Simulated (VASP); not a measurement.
# MgO in VASP: further runs, part 2 of 2

VASP 6.6.1. Earlier steps stand in the parts before.

### 5 Single point, PBEsol

File INCAR:

```
PREC     = Accurate       # precision mode
ENCUT    = 520            # plane-wave cutoff, eV
EDIFF    = 1E-6           # SCF threshold, eV
ISMEAR   = 0              # smearing method
SIGMA    = 0.05           # smearing width, eV
LREAL    = F              # projectors in reciprocal space
LASPH    = T              # aspherical terms in the spheres
NELM     = 80             # most SCF steps
ALGO     = Normal         # electronic algorithm
ISIF     = 2              # what is computed and relaxed
LWAVE    = F              # write WAVECAR
LCHARG   = F              # write CHGCAR
GGA      = PS             # functional
NBANDS   = 11             # bands
```

File KPOINTS:

```
regular mesh
0
Gamma
  12 12 8
```

File POSCAR:

```
MgO
1.0
    2.9380210000      0.0146901050      0.0000000000
   -1.4562879950      2.5370559500      0.0000000000
    0.0000000000      0.0000000000      2.6796800000
Mg O
1 1
Direct
    0.0000000000      0.0000000000      0.0000000000
    0.3333333333      0.6666666667      0.5000000000
```

The run is started by

```console
$ cat potpaw_PBE.64/Mg/POTCAR potpaw_PBE.64/O/POTCAR > POTCAR
$ mpirun -np 1 vasp_std > vasp.out
```

It used 69 s of CPU time on 1 thread of AMD EPYC 7R13 Processor (Zen 3), with other jobs on the host.

Results (log left out):

* Free energy: -11.8158 eV
* Pressure: -4.3 GPa
* Band gap on the k mesh: 2.92 eV, indirect (least direct gap 3.33 eV)

Stress tensor (GPa, compression positive):
```
-4.25 -1.17  0.00
-1.17 -4.23  0.00
 0.00  0.00 -4.52
```

Levels at points of the mesh, in eV from the valence-band top:
```tsv
k point	band 1	band 2	band 3	band 4	band 5	band 6	band 7	band 8	band 9
(0.00, 0.00, 0.00)	-17.37	-0.63	-0.58	-0.41	2.92	11.69	15.33	15.57	19.65
(0.50, 0.00, 0.00)	-16.33	-4.96	-1.28	-0.06	6.52	10.43	12.93	17.80	18.70
(0.00, 0.50, 0.00)	-16.31	-4.94	-1.33	-0.05	6.46	10.47	12.94	17.70	18.75
(0.50, 0.50, 0.00)	-16.30	-4.92	-1.37	-0.04	6.41	10.51	12.95	17.60	18.79
(0.00, 0.00, 0.50)	-16.28	-5.41	-0.12	-0.07	8.15	8.93	17.30	17.55	18.27
(0.50, 0.00, 0.50)	-15.56	-3.77	-3.40	-0.79	5.65	11.36	13.92	14.64	15.25
(0.00, 0.50, 0.50)	-15.54	-3.75	-3.39	-0.83	5.69	11.27	13.90	14.72	15.10
(0.50, 0.50, 0.50)	-15.53	-3.74	-3.38	-0.87	5.73	11.18	13.88	14.80	14.95
```

Caveat: the PAW data sets were made with another functional, which shifts forces and pressure a little.

### 6 Single point, PBEsol

File INCAR:

```
  PREC = Accurate
  ENCUT = 520
  EDIFF = 1E-7
  ISMEAR = 0
  SIGMA = 0.05
  LREAL = False
  LASPH = True
  NELM = 60
  ALGO = Normal
  ISIF = 2
  LWAVE = False
  LCHARG = False
  GGA = PS
  NBANDS = 11
```

File KPOINTS:

```
Automatic mesh
0
Gamma
  12 12 8
```

File POSCAR:

```
MgO
1.0
    2.9380210000      0.0293802100      0.0000000000
   -1.4435659900      2.5297109000      0.0000000000
    0.0000000000      0.0000000000      2.6796800000
Mg O
1 1
Direct
    0.0000000000      0.0000000000      0.0000000000
    0.3333333333      0.6666666667      0.5000000000
```

Potentials or basis: VASP PAW PBE potentials, release 64 (Mg, O).

The run is started by

```console
$ cat potpaw_PBE.64/Mg/POTCAR potpaw_PBE.64/O/POTCAR > POTCAR
$ mpirun -np 1 vasp_std > vasp.out
```

OUTCAR:

```text
PREC = Accurate
   ENCUT = 520
   EDIFF = 1E-7
   ISMEAR = 0
   LREAL = False
   LASPH = True
   NELM = 60
   ISIF = 2
   GGA = PS

 ion  position               nearest neighbor table
   1  0.000  0.000  0.000-   2 2.15   2 2.15   2 2.16   2 2.16   2 2.17   2 2.17
   2  0.333  0.667  0.500-   1 2.15   1 2.15   1 2.16   1 2.16   1 2.17   1 2.17

  Warning from LATTYP: Monoclinic adjustment (A1->A3, A2->A1, A3->A2)!
  LATTYP: Found a simple monoclinic cell.
 ALAT       =     2.9126139471
 B/A-ratio  =     0.9200258080
 C/A-ratio  =     1.0087735452
 COS(beta)  =    -0.4869158765

  Lattice vectors:

 A1 = (  -1.4435659900,   2.5297109000,   0.0000000000)
 A2 = (   0.0000000000,   0.0000000000,   2.6796800000)
 A3 = (   2.9380210000,   0.0293802100,   0.0000000000)

Analysis of symmetry for initial positions (statically):
=====================================================================
 Subroutine PRICEL returns:
 Original cell was already a primitive cell.

 Routine SETGRP: Setting up the symmetry group for a
 simple monoclinic supercell.

[... 175 lines left out ...]
  band No.  band energies     occupation
      1     -14.1880      2.00000
      2       2.5235      2.00000
      3       2.6333      2.00000
      4       2.7788      2.00000
      5       6.1034      0.00000
      6      14.8752      0.00000
      7      18.4100      0.00000
      8      18.8742      0.00000
      9      22.8405      0.00000
     10      23.9402      0.00000
     11      25.3080      0.00000
[... 309 lines left out ...]
 k-point    24 :       0.3333    0.1667    0.0000
  band No.  band energies     occupation
      1     -13.1593      2.00000
      2      -1.3041      2.00000
      3       1.0645      2.00000
      4       3.1274      2.00000
      5      10.5308      0.00000
      6      13.5833      0.00000
      7      16.0011      0.00000
      8      21.2389      0.00000
      9      22.1822      0.00000
     10      24.7487      0.00000
     11      25.8165      0.00000

 [... further k-points ...]

------------------------ aborting loop because EDIFF is reached ----------------------------------------

  FORCE on cell =-STRESS in cart. coord.  units (eV):
  Direction    XX          YY          ZZ          XY          YZ          ZX
  --------------------------------------------------------------------------------------
  -------------------------------------------------------------------------------------
  Total       -0.5328491     -0.5185273     -0.5625101     -0.2917321      0.0000000      0.0000000
  in kB      -42.6221036    -41.4765169    -44.9946543    -23.3353801      0.0000000      0.0000000
  external PRESSURE =     -43.0310916 kB  Pullay stress =       0.0000000 kB

 VOLUME and BASIS-vectors are now :
 -----------------------------------------------------------------------------
  energy-cutoff  :      520.00
  volume of cell :       20.03
      direct lattice vectors                 reciprocal lattice vectors
     2.938021000  0.029380210  0.000000000     0.338433909  0.193125499  0.000000000
    -1.443565990  2.529710900  0.000000000    -0.003930591  0.393059117  0.000000000
     0.000000000  0.000000000  2.679680000     0.000000000  0.000000000  0.373178887

 POSITION                                       TOTAL-FORCE (eV/Angst)
 -----------------------------------------------------------------------------------
      0.00000      0.00000      0.00000         0.001602      0.002631      0.000000
      0.01696      1.69627      1.33984        -0.001602     -0.002631      0.000000
 -----------------------------------------------------------------------------------
    total drift:                                0.000367      0.000136      0.000000

  FREE ENERGIE OF THE ION-ELECTRON SYSTEM (eV)
  ---------------------------------------------------
  free  energy   TOTEN  =       -11.8136033832 eV

  energy  without entropy=      -11.8136033832  energy(sigma->0) =      -11.81360338
```

stdout:

```text
POSCAR found type information on POSCAR MgO
 POSCAR found :  2 types and       2 ions
 scaLAPACK will be used
 -----------------------------------------------------------------------------
|                                                                             |
|                                                                             |
|     You enforced a specific xc type in the INCAR file but a different       |
|     I HOPE YOU KNOW WHAT YOU ARE DOING!                                     |
|                                                                             |
 -----------------------------------------------------------------------------

 LDA part: xc-table for (Slater+PW92), standard interpolation
 POSCAR, INCAR and KPOINTS ok, starting setup
 FFT: planning ... GRIDC
 FFT: planning ... GRID_SOFT
 FFT: planning ... GRID
 WAVECAR not read
 entering main loop
```

It used 89 s of CPU time on 1 thread of AMD EPYC 7R13 Processor (Zen 3), with other jobs on the host.

What came out:

| Item | Value |
| --- | --- |
| Free energy | -11.8136 eV |
| Pressure | -4.3 GPa |
| Largest force | 0.003 eV/Å |
| Band gap on the k mesh | 2.92 eV, indirect (least direct gap 3.32 eV) |

Forces on the atoms (eV/Å):
```
Mg   0.002  0.003  0.000
O   -0.002 -0.003  0.000
```

Caveat: the PAW data sets were made with another functional, which shifts forces and pressure a little. As with any semilocal functional, this PBEsol gap is likely too small.

### 7 Summary

```csv
cell,gap on the mesh (eV),pressure (GPa)
"a = 2.938, b = 2.938, c = 2.680 Å, angles 90.0, 90.0, 120.0°, 2 atoms",2.92,-4.3
"a = 2.938, b = 2.964, c = 2.680 Å, angles 90.0, 90.0, 120.9°, 2 atoms",2.92,-4.3
"a = 2.938, b = 2.951, c = 2.680 Å, angles 90.0, 90.0, 120.4°, 2 atoms",2.92,-4.3
"a = 2.938, b = 2.925, c = 2.680 Å, angles 90.0, 90.0, 119.6°, 2 atoms",2.92,-4.3
"a = 2.938, b = 2.913, c = 2.680 Å, angles 90.0, 90.0, 119.1°, 2 atoms",2.92,-4.3
```

Alike in all rows: task single point; level PBEsol; potentials or basis VASP PAW PBE potentials, release 64 (Mg, O); no spin polarisation; k mesh 12 × 12 × 8; cutoff (eV) 520; smearing gaussian 0.05 eV.

Caveats: the PAW data sets were made with another functional, which shifts forces and pressure a little.

Absolute energies hang on the potentials; compare differences alone.
